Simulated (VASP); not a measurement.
The system is Li.

```
Li
1.0
    -0.00099    0.03139    2.91416
     5.14335    0.04571   -0.00170
     0.04886    5.43256    0.05795
Li
4
Direct
  0.28230 0.73642 0.27922
  0.24271 0.75286 0.75417
  0.81960 0.27259 0.24222
  0.65540 0.23813 0.72439
```

```yaml
Program: VASP 6.6.1
Task: relaxation of cell and atoms
Functional: PBE
Potentials_or_basis: VASP PAW PBE potentials, release 64 (Li_sv)
Cutoff: 600 eV
k_mesh: 8 × 4 × 4
Occupations: gaussian, width 0.2 eV
Spin: no spin polarisation
```

At the start: pressure 0.0 GPa; volume 20.35 Å³/atom.

Task: How do energy, volume and symmetry change on relaxing?

Result: Over 35 steps the energy falls by 83.1 meV/atom and the volume is 20.14 Å³/atom (-1.1 %); space group P-1 (No. 2, to 0.05 Å).

Step by step:
| step | energy change (eV) | largest force (eV/Å) | pressure (GPa) | volume (Å³) |
| --- | --- | --- | --- | --- |
| 1 | 0.0000 | 0.3332 | 0.04 | 81.41 |
| 2 | -0.0164 | 0.2849 | -0.01 | 81.47 |
| 3 | -0.0510 | 0.1723 | -0.12 | 81.63 |
| 4 | -0.0568 | 0.2028 | -0.17 | 81.93 |
| 5 | -0.0647 | 0.1178 | -0.18 | 81.81 |
| 6 | -0.0724 | 0.1153 | -0.10 | 81.22 |
| 7 | -0.0955 | 0.1352 | 0.18 | 79.43 |
| 8 | -0.1204 | 0.2072 | 0.91 | 75.68 |
| 9 | -0.1245 | 0.2065 | 0.91 | 75.71 |
| 10 | -0.1358 | 0.2040 | 0.91 | 75.76 |
| 11 | -0.1516 | 0.1934 | 0.92 | 75.80 |
| 12 | -0.1479 | 0.2236 | 0.97 | 75.57 |
| 13 | -0.1565 | 0.1879 | 0.94 | 75.74 |
| 14 | -0.1713 | 0.1600 | 0.67 | 76.96 |
| 15 | -0.1954 | 0.1022 | -0.08 | 80.68 |
| 16 | -0.1973 | 0.0979 | -0.31 | 81.99 |
| 17 | -0.2023 | 0.0957 | -0.23 | 81.52 |
| 18 | -0.2122 | 0.1031 | 0.02 | 80.08 |
| 19 | -0.2072 | 0.1717 | 0.60 | 77.17 |
| 20 | -0.2141 | 0.1214 | 0.22 | 79.03 |
| 21 | -0.2197 | 0.1178 | 0.18 | 79.15 |
| 22 | -0.2347 | 0.1087 | 0.07 | 79.49 |
| 23 | -0.2501 | 0.1029 | -0.17 | 80.10 |
| 24 | -0.2586 | 0.0930 | -0.12 | 79.89 |
| 25 | -0.2792 | 0.0575 | 0.03 | 79.23 |
| 26 | -0.2881 | 0.0956 | 0.38 | 77.84 |
| 27 | -0.2908 | 0.0716 | 0.26 | 78.33 |
| 28 | -0.2991 | 0.0636 | 0.07 | 79.44 |
| 29 | -0.3066 | 0.0468 | -0.44 | 82.62 |
| 30 | -0.3126 | 0.0406 | -0.32 | 82.08 |
| 31 | -0.3224 | 0.0434 | 0.03 | 80.27 |
| 32 | -0.3294 | 0.0328 | 0.06 | 80.12 |
| 33 | -0.3317 | 0.0286 | 0.10 | 79.93 |
| 34 | -0.3317 | 0.0289 | 0.09 | 79.95 |
| 35 | -0.3324 | 0.0233 | -0.02 | 80.55 |

Final structure:
```yaml
crystal:
  lattice:
    - [-0.00958, 0.00676, 3.16510]
    - [5.07623, 0.46605, 0.00152]
    - [0.57786, 5.06641, -0.00445]
  atoms:
    - { symbol: Li, position: [0.51060, 0.75224, 0.24408] }
    - { symbol: Li, position: [0.99718, 0.74770, 0.74440] }
    - { symbol: Li, position: [0.00302, 0.25213, 0.25568] }
    - { symbol: Li, position: [0.48920, 0.24793, 0.75584] }
```

Caveat: the cutoff is under 1.25 times the usual one of these potentials, so pressure, stress and relaxed cells hold a basis-set (Pulay) error.
